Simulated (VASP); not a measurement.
# Be (P6_3/mmc) in VASP: notebook

Be is run at these levels: PBE; tasks: single point, relaxation of cell and atoms.

Program: VASP 6.6.1. These are calculated values, not measurements. Logs are shortened: lines on timing, memory, paths and dates and some standing lists are left out, and cuts for length are marked.

## Step 1: The cell of the first run

Symmetry: P6_3/mmc, No. 194, hexagonal system. Conventional cell: a = 2.313 Å, b = 2.313 Å, c = 7.365 Å, α = 90.00°, β = 90.00°, γ = 120.00°. Within 3.0 Å of Be (site symmetry -3m) lie 12 Be at 2.27 to 2.31 Å. Within 3.0 Å of Be (site symmetry -6m2) lie 12 Be at 2.27 to 2.31 Å.

## Step 2: Single point, PBE (volume scaled by 1.08)

The input, INCAR:

```
PREC = Accurate
ENCUT = 520
EDIFF = 1E-7
ISMEAR = -1
SIGMA = 0.1
LREAL = False
LASPH = True
NELM = 100
ALGO = Normal
ISIF = 2
LWAVE = False
LCHARG = False
GGA = PE
NBANDS = 12
```

The input, KPOINTS:

```
regular mesh
0
Gamma
  18 18 5
```

The input, POSCAR:

```
Be
1.0
    2.3133862599      0.0000000000      0.0000000000
   -1.1566931300      2.0034512698      0.0000000000
    0.0000000000      0.0000000000      7.3645936134
Be
4
Direct
    0.0000000000      1.0000000000      1.0000000000
    0.0000000000      0.0000000000      0.5000000000
    0.3333333333      0.6666666667      0.2500000000
    0.6666666667      0.3333333333      0.7500000000
```

Potentials or basis: VASP PAW PBE potentials, release 64 (Be).

Run with:

```bash
$ cat potpaw_PBE.64/Be/POTCAR > POTCAR
$ mpirun -np 1 vasp_std > vasp.out
```

OUTCAR:

```text
PREC = Accurate
   ENCUT = 520
   EDIFF = 1E-7
   ISMEAR = -1
   LREAL = False
   LASPH = True
   NELM = 100
   ISIF = 2
   GGA = PE

 ion  position               nearest neighbor table
   1  0.000  0.000  0.000-   3 2.27   4 2.27   3 2.27   4 2.27   4 2.27   3 2.27
   2  0.000  0.000  0.500-   3 2.27   4 2.27   3 2.27   4 2.27   4 2.27   3 2.27
   3  0.333  0.667  0.250-   1 2.27   2 2.27   1 2.27   2 2.27   1 2.27   2 2.27
   4  0.667  0.333  0.750-   1 2.27   2 2.27   1 2.27   2 2.27   1 2.27   2 2.27

  LATTYP: Found a hexagonal cell.
 ALAT       =     2.3133862599
 C/A-ratio  =     3.1834690735

  Lattice vectors:

 A1 = (   2.3133862599,   0.0000000000,   0.0000000000)
 A2 = (  -1.1566931300,   2.0034512698,   0.0000000000)
 A3 = (   0.0000000000,   0.0000000000,   7.3645936134)

Analysis of symmetry for initial positions (statically):
=====================================================================
 Subroutine PRICEL returns:
 Original cell was already a primitive cell.

 Routine SETGRP: Setting up the symmetry group for a
 hexagonal supercell.

 Subroutine GETGRP returns: Found 24 space group operations
 (whereof 12 operations were pure point group operations)
 out of a pool of 24 trial point group operations.

The static configuration has the point symmetry D_3d.
 The point group associated with its full space group is D_6h.

Analysis of symmetry for dynamics (positions and initial velocities):
=====================================================================
 Subroutine PRICEL returns:
 Original cell was already a primitive cell.

 Routine SETGRP: Setting up the symmetry group for a
 hexagonal supercell.

 Subroutine GETGRP returns: Found 24 space group operations
 (whereof 12 operations were pure point group operations)
 out of a pool of 24 trial point group operations.

The dynamic configuration has the point symmetry D_3d.
 The point group associated with its full space group is D_6h.

 Subroutine INISYM returns: Found 24 space group operations
 (whereof 12 operations are pure point group operations),
 and found     1 'primitive' translations

----------------------------------------------------------------------------------------

                                     Primitive cell

  volume of cell :      34.1331

  direct lattice vectors                    reciprocal lattice vectors
     2.313386260  0.000000000  0.000000000     0.432266767  0.249569334  0.000000000
    -1.156693130  2.003451270  0.000000000     0.000000000  0.499138669  0.000000000
     0.000000000  0.000000000  7.364593613     0.000000000  0.000000000  0.135784818

  length of vectors
     2.313386260  2.313386260  7.364593613     0.499138669  0.499138669  0.135784818

  position of ions in fractional coordinates (direct lattice)
     0.000000000  0.000000000  0.000000000
     0.000000000  0.000000000  0.500000000
     0.333333333  0.666666667  0.250000000
     0.666666667  0.333333333  0.750000000

  ion indices of the primitive-cell ions
   primitive index   ion index
                 1           1
                 2           2
                 3           3
                 4           4

----------------------------------------------------------------------------------------

 KPOINTS: regular mesh

Automatic generation of k-mesh.
 Grid dimensions read from file:
 generate k-points for:   18   18    5

 Generating k-lattice:

  Cartesian coordinates                     Fractional coordinates (reciprocal lattice)
     0.024014820  0.013864963  0.000000000     0.055555556  0.000000000  0.000000000
     0.000000000  0.027729926  0.000000000     0.000000000  0.055555556  0.000000000
     0.000000000  0.000000000  0.027156964     0.000000000  0.000000000  0.200000000

  Length of vectors
     0.027729926  0.027729926  0.027156964

  Shift w.r.t. Gamma in fractional coordinates (k-lattice)
     0.000000000  0.000000000  0.000000000

 Subroutine IBZKPT returns following result:
 ===========================================

 Found    111 irreducible k-points:

 Following reciprocal coordinates:
            Coordinates               Weight
  0.000000  0.000000  0.000000      1.000000
  0.055556 -0.000000  0.000000      6.000000
  0.111111 -0.000000  0.000000      6.000000
  0.166667 -0.000000  0.000000      6.000000
  0.222222  0.000000  0.000000      6.000000
  0.277778  0.000000  0.000000      6.000000
[... 16 lines left out ...]
  0.333333  0.111111  0.000000     12.000000
  0.388889  0.111111  0.000000     12.000000
 [... further k-points ...]
   k-points           NKPTS =    111   k-points in BZ     NKDIM =    111   number of bands    NBANDS=     12
   number of dos      NEDOS =    301   number of ions     NIONS =      4
   total plane-waves  NPLWV =  18144
   dimension x,y,z NGX =    18 NGY =   18 NGZ =   56
   dimension x,y,z NGXF=    36 NGYF=   36 NGZF=  112
   ions per type =               4
   NGX,Y,Z   is equivalent  to a cutoff of  12.94, 12.94, 12.64 a.u.
   NGXF,Y,Z  is equivalent  to a cutoff of  25.87, 25.87, 25.28 a.u.
 SYSTEM =  unknown system
   PREC   = accura    normal or accurate (medium, high low for compatibility)
   ISTART =      0    job   : 0-new  1-cont  2-samecut
   ICHARG =      2    charge: 1-file 2-atom 10-const
   ISPIN  =      1    spin polarized calculation?
   LNONCOLLINEAR =      F non collinear calculations
   LSORBIT =      F    spin-orbit coupling
   LASPH  =      T    aspherical Exc in radial PAW
   ENCUT  =  520.0 eV  38.22 Ry    6.18 a.u.   4.30  4.30 13.69*2*pi/ulx,y,z
   NELM   =    100;   NELMIN=  2; NELMDL= -5     # of ELM steps
   EDIFF  = 0.1E-06   stopping-criterion for ELM
   LREAL  =      F    real-space projection
   EDIFFG = 0.1E-05   stopping-criterion for IOM
   NSW    =      0    number of steps for IOM
   IBRION =     -1    ionic relax: 0-MD 1-quasi-New 2-CG
   NFREE  =      0    steps in history (QN), initial steepest desc. (CG)
   ISIF   =      2    stress and relaxation
   ISYM   =      2    0-nonsym 1-usesym 2-fastsym
   POTIM  = 0.5000    time-step for ionic-motion
   TEBEG  =    0.0;   TEEND  =   0.0 temperature during run
   PSTRESS=    0.0 pullay stress
   NELECT =       8.0000    total number of electrons
   NUPDOWN=      -1.0000    fix difference up-down
   EMIN   =  10.00;   EMAX   =-10.00  energy-range for DOS
   EFERMI =   0.00;   METHOD = LEGACY
   ISMEAR =    -1;   SIGMA  =   0.10  broadening in eV -4-tet -1-fermi 0-gaus
   EFERMI_NEDOS =   21; number of points for ismear=-14 and -15
   IALGO  =     38    algorithm
   IMIX   =      4    mixing-type and parameters
     AMIX     =   0.40;   BMIX     =  1.00
     AMIX_MAG =   1.60;   BMIX_MAG =  1.00
  volume/ion in A,a.u.               =       8.53        57.59
  Fermi-wavevector in a.u.,A,eV,Ry     =   1.009360  1.907415 13.861729  1.018808
  Thomas-Fermi vector in A             =   2.142284
   LORBIT       =      0    0 simple, 1 ext, 2 COOP (PROOUT), +10 PAW based schemes
   GGA     = PE    functional components
   LHFCALC =     F    Hartree Fock is set to
   AEXX    =    0.0000 exact exchange contribution
   IVDW    =     0    specifies the selected vdW correction
   LEPSILON=     F    determine dielectric tensor
   LRPA    =     F    only Hartree local field effects (RPA)
 non-spin polarized calculation
  energy-cutoff  :      520.00
  volume of cell :       34.13
 maximum number of plane-waves:       957
 NGX is ok and might be reduce to    18
   NGX =  9   NGY =  9   NGZ = 27

 number of electron       8.0000000 magnetization

 Free energy of the ion-electron system (eV)
  ---------------------------------------------------
  ext. energy  EPLUGINS =         0.00000000
  ---------------------------------------------------
  free energy    TOTEN  =       -14.87604969 eV

  energy without entropy =      -14.86492687  energy(sigma->0) =      -14.87048828

 E-fermi :   6.6250     XC(G=0): -10.3594

 val. band max:        6.6146451156   @ k =   0.3333   0.2778   0.2000
 cond. band min:       6.7638217078   @ k =   0.3333   0.2778   0.4000
 fundamental gap:      0.1491765922
 Fermi energy:         6.6249650605

 k-point     1 :       0.0000    0.0000    0.0000
  band No.  band energies     occupation
      1      -4.5194      2.00000
      2      -2.4593      2.00000
      3      -2.4371      2.00000
      4       2.1426      2.00000
      5       7.1008      0.01702
      6      16.2034      0.00000
      7      16.2050      0.00000
      8      21.7754      0.00000
      9      21.7754      0.00000
     10      22.8734      0.00000
     11      22.8740      0.00000
     12      23.1737      0.00000

 k-point     2 :       0.0556   -0.0000    0.0000
  band No.  band energies     occupation
      1      -4.4326      2.00000
      2      -2.3709      2.00000
      3      -2.3486      2.00000
      4       2.2536      2.00000
      5       7.1341      0.01223
      6      16.2303      0.00000
      7      16.2392      0.00000
      8      21.0396      0.00000
      9      21.2057      0.00000
     10      22.5441      0.00000
     11      22.7224      0.00000
     12      22.7304      0.00000

 k-point     3 :       0.1111   -0.0000    0.0000
  band No.  band energies     occupation
      1      -4.1720      2.00000
      2      -2.1060      2.00000
      3      -2.0837      2.00000
      4       2.5863      2.00000
      5       7.2294      0.00473
      6      16.2547      0.00000
      7      16.3175      0.00000
      8      19.4330      0.00000
      9      20.1295      0.00000
     10      21.2349      0.00000
     11      21.3947      0.00000
     12      22.0750      0.00000

 k-point     4 :       0.1667   -0.0000    0.0000
  band No.  band energies     occupation
      1      -3.7375      2.00000
      2      -1.6665      2.00000
      3      -1.6440      2.00000
      4       3.1393      2.00000
      5       7.3670      0.00120
      6      15.8469      0.00000
      7      16.2954      0.00000
      8      17.9704      0.00000
      9      19.0052      0.00000
     10      19.2061      0.00000
     11      19.6233      0.00000
     12      21.1677      0.00000

 k-point     5 :       0.2222    0.0000    0.0000
  band No.  band energies     occupation
      1      -3.1293      2.00000
      2      -1.0562      2.00000
      3      -1.0338      2.00000
      4       3.9095      2.00000
      5       7.4899      0.00035
      6      14.2919      0.00000
      7      15.5626      0.00000
      8      16.9203      0.00000
      9      17.7487      0.00000
     10      17.9736      0.00000
     11      18.4203      0.00000
     12      20.2442      0.00000
[... 228 lines left out ...]
      1      -2.0846      2.00000
      2      -0.0201      2.00000
      3       0.0011      2.00000
      4       5.2152      2.00000
      5       7.6160      0.00010
      6      12.4115      0.00000
      7      13.9881      0.00000
      8      14.1474      0.00000
      9      15.5290      0.00000
     10      16.6547      0.00000
     11      17.9086      0.00000
     12      18.0734      0.00000

 k-point    22 :       0.2778    0.1111    0.0000
  band No.  band energies     occupation
      1      -1.1326      2.00000
      2       0.8989      2.00000
      3       0.9168      2.00000
      4       6.3803      1.84064
      5       7.1995      0.00638
      6      10.9350      0.00000
      7      11.9478      0.00000
      8      12.4170      0.00000
      9      14.6217      0.00000
     10      16.3896      0.00000
     11      17.3296      0.00000
     12      17.8087      0.00000

 k-point    23 :       0.3333    0.1111    0.0000
  band No.  band energies     occupation
      1      -0.0235      2.00000
      2       1.9170      2.00000
      3       1.9218      2.00000
      4       6.1103      1.98843
      5       7.6302      0.00009
      6       9.5874      0.00000
      7      10.1968      0.00000
      8      11.6058      0.00000
      9      13.8539      0.00000
     10      15.7775      0.00000
     11      16.1778      0.00000
     12      16.9304      0.00000

 k-point    24 :       0.3889    0.1111    0.0000
  band No.  band energies     occupation
      1       1.1965      2.00000
      2       2.8167      2.00000
      3       2.8891      2.00000
      4       4.7695      2.00000
      5       7.9799      0.00000
      6       8.2318      0.00000
      7       9.8713      0.00000
      8      11.7769      0.00000
      9      13.1381      0.00000
     10      13.7747      0.00000
     11      15.9878      0.00000
     12      16.7388      0.00000

 [... further k-points ...]

------------------------ aborting loop because EDIFF is reached ----------------------------------------

  FORCE on cell =-STRESS in cart. coord.  units (eV):
  Direction    XX          YY          ZZ          XY          YZ          ZX
  --------------------------------------------------------------------------------------
  -------------------------------------------------------------------------------------
  Total       -1.7388492     -1.7388492     -1.7603805      0.0000000     -0.0000000      0.0000000
  in kB      -81.6200349    -81.6200349    -82.6306953      0.0000000     -0.0000000      0.0000000
  external PRESSURE =     -81.9569217 kB  Pullay stress =       0.0000000 kB

 VOLUME and BASIS-vectors are now :
 -----------------------------------------------------------------------------
  energy-cutoff  :      520.00
  volume of cell :       34.13
      direct lattice vectors                 reciprocal lattice vectors
     2.313386260  0.000000000  0.000000000     0.432266767  0.249569334  0.000000000
    -1.156693130  2.003451270  0.000000000     0.000000000  0.499138669  0.000000000
     0.000000000  0.000000000  7.364593613     0.000000000  0.000000000  0.135784818

 POSITION                                       TOTAL-FORCE (eV/Angst)
 -----------------------------------------------------------------------------------
      0.00000      0.00000      0.00000         0.000000      0.000000      0.000000
      0.00000      0.00000      3.68230         0.000000      0.000000      0.000000
     -0.00000      1.33563      1.84115        -0.000000      0.000000      0.000000
      1.15669      0.66782      5.52345         0.000000     -0.000000     -0.000000
 -----------------------------------------------------------------------------------
    total drift:                               -0.000000      0.000000     -0.000000

  FREE ENERGIE OF THE ION-ELECTRON SYSTEM (eV)
  ---------------------------------------------------
  free  energy   TOTEN  =       -14.8760496855 eV

  energy  without entropy=      -14.8649268685  energy(sigma->0) =      -14.87048828
```

It took 18 s on 1 thread of Intel Xeon 6975P-C (Granite Rapids), shared host; peak memory 0.16 GiB.

Results:

* Free energy: -14.8760 eV
* Pressure: -8.2 GPa
* Band gap on the k mesh: zero (band 4 reaches 7.30 eV, above the bottom of band 5 at 6.00 eV)

## Step 3: Single point, PBE (volume scaled by 1.12)

The input, INCAR:

```
SYSTEM = Be
ALGO = Normal
EDIFF = 1E-6
ENCUT = 520
GGA = PE
ISIF = 2
ISMEAR = -1
LASPH = .True.
LCHARG = .False.
LREAL = .False.
LWAVE = .False.
NBANDS = 12
NELM = 100
PREC = Accurate
SIGMA = 0.1
```

The input, KPOINTS:

```
k-points
0
Gamma
  18 18 5
  0 0 0
```

The input, POSCAR:

```
Be
1.0
    2.3416010682      0.0000000000      0.0000000000
   -1.1708005341      2.0278860105      0.0000000000
    0.0000000000      0.0000000000      7.4544145829
Be
4
Direct
    0.0000000000      1.0000000000      1.0000000000
    0.0000000000      0.0000000000      0.5000000000
    0.3333333333      0.6666666667      0.2500000000
    0.6666666667      0.3333333333      0.7500000000
```

Potentials or basis: VASP PAW PBE potentials, release 64 (Be).

Run with:

```bash
$ cat potpaw_PBE.64/Be/POTCAR > POTCAR
$ mpirun -np 1 vasp_std > vasp.out
```

Run time: 12 s. Hardware: 1 thread of Intel Xeon 6975P-C (Granite Rapids), shared host; peak memory 0.16 GiB.

It converged, with:

```yaml
Free_energy: -14.7983 eV
Pressure: -11.4 GPa
Band_gap_on_the_k_mesh: zero (band 4 reaches 7.01 eV, above the bottom of band 5 at 5.75 eV)
```

Stress tensor (GPa, compression positive):
```
-11.24   0.00   0.00
  0.00 -11.24   0.00
  0.00   0.00 -11.77
```

Levels at points of the mesh, in eV from the Fermi level:
```
           k point  band 1  band 2  band 3  band 4  band 5  band 6  band 7  band 8  band 9
(0.00, 0.00, 0.00)  -10.95   -8.92   -8.90   -4.36    0.37    9.30    9.30   14.71   14.71
(0.50, 0.00, 0.00)   -4.72   -3.90   -3.49   -2.71    0.75    0.77    3.77    5.42    6.33
```

(Continued in part 2 of 2.)
